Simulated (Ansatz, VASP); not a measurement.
**ZnS in VASP and in Ansatz**

File INCAR:

```
PREC = Accurate
ENCUT = 520
EDIFF = 1E-6
ISMEAR = 0
SIGMA = 0.05
LREAL = False
LASPH = True
NELM = 80
ALGO = Normal
ISIF = 2
LWAVE = False
LCHARG = False
GGA = PE
NBANDS = 26
```

The input KPOINTS:

```
regular mesh
0
Gamma
  12 12 4
```

The input POSCAR:

```
ZnS
1.0
    4.1531324266      0.0000000000      0.0000000000
   -2.0765662133      3.5967181867      0.0000000000
    0.0000000000      0.0000000000      6.8097599765
Zn S
2 2
Direct
    0.3333333333      0.6666666667      0.0052197901
    0.6666666667      0.3333333333      0.5052197901
    0.3333333333      0.6666666667      0.3797802099
    0.6666666667      0.3333333333      0.8797802099
```

Input for Ansatz:

```yaml
crystal:
  lattice:
    - [4.1531324266, 0.0, 0.0]
    - [-2.0765662133, 3.5967181867, 0.0]
    - [0.0, 0.0, 6.8097599765]
  atoms:
    - { symbol: Zn, position: [0.3333333333, 0.6666666667, 0.0052197901] }
    - { symbol: Zn, position: [0.6666666667, 0.3333333333, 0.5052197901] }
    - { symbol: S, position: [0.3333333333, 0.6666666667, 0.3797802099] }
    - { symbol: S, position: [0.6666666667, 0.3333333333, 0.8797802099] }
basis:
  ecutwfc: 420
kpoints:
  mp_grid: { grid: [12, 12, 4] }
hamiltonian:
  xc: pbe
scf:
  occupations: { method: gaussian, width: 0.05 }
output:
  forces: true
  stress: true
  eigenvalues: true
```

Change from the starting cell: strain +0.080 along x and y, +0.080 along z, atoms carried along.

Alike in both runs: task single point; functional PBE; k mesh 12 × 12 × 4; occupations gaussian, width 0.05 eV; no spin polarisation.

|  | VASP | Ansatz |
| --- | --- | --- |
| version | VASP 6.6.1 | Ansatz 0.2.0 |
| potentials or method | VASP PAW PBE potentials, release 64 (Zn, S), cutoff 520 eV | scalar-relativistic, plane waves, PAW |
| valence electrons in the cell | 36 | 36 |

```tsv
	VASP	Ansatz	Ansatz less VASP
gap on the k mesh at the Fermi level (eV)	1.12	1.12	+0.003
least direct gap on the mesh (eV)	1.12	1.12	+0.003
pressure (GPa)	-9.5	-9.5	-0.05
traceless stress, the component that is largest in VASP (GPa)	-0.09	-0.09	0.000
rms of the force components (eV/Å)	0.017	0.017	+0.0003
```

Atom by atom the forces differ by 0.000 eV/Å (rms over components).
